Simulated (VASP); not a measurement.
Runs of VASP 6.6.1 on Ti. The structure is that of space group P6/mmm (No. 191), or close to it. The cells are those of the table. 

| task | cell | k mesh | cutoff (eV) | gap on the mesh (eV) | pressure (GPa) |
| --- | --- | --- | --- | --- | --- |
| single point | a = 4.615, b = 4.615, c = 2.856 Å, angles 90.0, 90.0, 120.0°, 3 atoms | 11 × 11 × 15 | 520 | none | 0.0 |
| relaxation of cell and atoms | relaxed from a = 4.638, b = 4.638, c = 2.843 Å, angles 90.0, 90.0, 120.0°, 3 atoms | 8 × 8 × 11 | 600 | none | 0.0 |
| single point | a = 4.793, b = 4.793, c = 2.966 Å, angles 90.0, 90.0, 120.0°, 3 atoms | 9 × 9 × 12 | 520 | none | (a) |
| single point | a = 4.735, b = 4.735, c = 2.931 Å, angles 90.0, 90.0, 120.0°, 3 atoms | 9 × 9 × 12 | 520 | none | -6.9 |
| single point | a = 4.676, b = 4.676, c = 2.894 Å, angles 90.0, 90.0, 120.0°, 3 atoms | 9 × 9 × 12 | 520 | none | -3.8 |

Alike in all rows: level BLYP; potentials or basis VASP PAW PBE potentials, release 64 (Ti_sv); no spin polarisation; smearing fermi-dirac 0.1 eV.

Task: Fill in the values left out.

Result: (a) -9.5.

Caveats: the PAW data sets were made with another functional, which shifts forces and pressure a little.

A gap of «none» marks levels without a gap at the run's occupations.
